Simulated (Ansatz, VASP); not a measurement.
# One calculation of Li3TeH, two programs

```
Li Te H
1.0
     4.08465    0.00000    0.00000
     0.00000    4.08465    0.00000
     0.00000    0.00000    4.08465
Li Te H
3 1 1
Cartesian
  2.0423 0.0000 2.0423
  0.0000 2.0423 2.0423
  2.0423 2.0423 0.0000
  0.0000 0.0000 0.0000
  2.0423 2.0423 2.0423
```

Alike in both runs: functional LDA; k mesh 6 × 6 × 6; occupations gaussian, width 0.02 eV; no spin polarisation.

Ansatz relaxed the structure, and its values are those at the end. VASP's run is a single point on that final structure, the one shown.

```csv
,VASP,Ansatz
version,VASP 6.6.1,Ansatz 0.2.0
potentials or method,"VASP PAW LDA potentials, release 64 (Li_sv, Te, H), cutoff 520 eV","scalar-relativistic, plane waves, PAW"
valence electrons in the cell,16,26
```

```tsv
	VASP	Ansatz	Ansatz less VASP
gap on the k mesh at the Fermi level (eV)	2.90	2.91	+0.012
least direct gap on the mesh (eV)	3.69	3.70	+0.011
```

LDA's correlation is that of Perdew and Zunger in VASP and of Perdew and Wang (1992) in Ansatz. VASP's potentials hold 16 valence electrons a cell and Ansatz's 26, so a difference there can come from the potentials and not from the codes.

Neither program's run includes spin-orbit coupling. Noted on VASP's run: the cutoff is short for stress, so the pressure is rough.
